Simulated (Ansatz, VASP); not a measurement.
# Ca4AlO in VASP and in Ansatz

```
Ca Al O
1.0
     0.00000    3.96680    3.96680
     3.96680    0.00000    3.96680
     3.96680    3.96680    0.00000
Ca Al O
4 1 1
Direct
  0.63386 0.63386 0.63386
  0.63386 0.63386 0.09843
  0.63386 0.09843 0.63386
  0.09843 0.63386 0.63386
  0.00000 0.00000 0.00000
  0.25000 0.25000 0.25000
```

Alike in both runs: task single point; functional PBE; k mesh 4 × 4 × 4; occupations gaussian, width 0.1 eV; no spin polarisation.

|  | VASP | Ansatz |
| --- | --- | --- |
| version | VASP 6.6.1 | Ansatz 0.2.0 |
| potentials or method | VASP PAW PBE potentials, release 64 (Ca_sv, Al, O), cutoff 520 eV | scalar-relativistic, plane waves, PAW |
| valence electrons in the cell | 49 | 49 |

```tsv
	VASP	Ansatz	Ansatz less VASP
gap on the k mesh at the Fermi level (eV)	none	none	-
pressure (GPa)	12.8	12.6	-0.27
rms of the force components (eV/Å)	1.461	1.423	-0.0389
```

Atom by atom the forces differ by 0.039 eV/Å (rms over components). A gap of «none» marks a metal or a gap that the smearing closes. With one functional, cell and mesh, what is left measures potentials, basis and numerics.
